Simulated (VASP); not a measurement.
Input of a VASP 6.6.1 run:

File INCAR:

```
SYSTEM = Co
  PREC = Accurate
  ENCUT = 520
  EDIFF = 1E-6
  ISMEAR = -1
  SIGMA = 0.05
  LREAL = .False.
  LASPH = .True.
  NELM = 150
  ALGO = Normal
  ISIF = 2
  LWAVE = .False.
  LCHARG = .False.
  ISPIN = 2
  MAGMOM = 1.777 1.777
  LORBIT = 11
  LMAXMIX = 4
  GGA = RE
  NBANDS = 20
```

Contents of KPOINTS:

```
regular mesh
0
Gamma
  12 12 12
  0 0 0
```

Contents of POSCAR:

```
Co
1.0
    0.0000000000      2.6271029885      2.6271029885
    2.6271029885      0.0000000000      2.6271029885
    2.6271029885      2.6271029885      0.0000000000
Co
2
Direct
    0.1250000000      0.1250000000      0.1250000000
    0.8750000000      0.8750000000      0.8750000000
```

Potentials or basis: VASP PAW PBE potentials, release 64 (Co).

Run with:

```console
$ cat potpaw_PBE.64/Co/POTCAR > POTCAR
$ mpirun -np 1 vasp_std > vasp.out
```

Q: Predict the site moments.

A: Co +1.78 μB.

Q: Predict the pressure.

A: -6.3 GPa.

Q: Estimate the net moment.

A: 3.53 μB per cell.

Caveat: the cell stands under tension; the PAW data sets were made with another functional, which shifts forces and pressure a little.
